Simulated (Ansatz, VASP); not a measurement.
# Two plane-wave programs on SiC

```xyz
8
Lattice="3.0757 0.0000 0.0000 -1.5378 2.6636 0.0000 0.0000 0.0000 10.0706" Properties=species:S:1:pos:R:3 pbc="T T T"
Si    1.5378    0.8879    9.4447
Si    0.0000    1.7758    4.4094
Si    0.0000    0.0000    6.9275
Si    0.0000    0.0000    1.8922
C     1.5378    0.8879    7.5510
C     0.0000    1.7758    2.5157
C     0.0000    0.0000    5.0400
C     0.0000    0.0000    0.0046
```

Alike in both runs: task single point; functional PBE; k mesh 12 × 12 × 2; no spin polarisation.

```csv
,VASP,Ansatz
version,VASP 6.6.1,Ansatz 0.2.0
potentials or method,"VASP PAW PBE potentials, release 64 (Si, C), cutoff 520 eV","plane waves, PAW"
occupations,"gaussian, width 0.01 eV",fixed
valence electrons in the cell,32,32
```

|  | VASP | Ansatz | Ansatz less VASP |
| --- | --- | --- | --- |
| gap on the k mesh at the Fermi level (eV) | 2.23 | 2.23 | +0.002 |
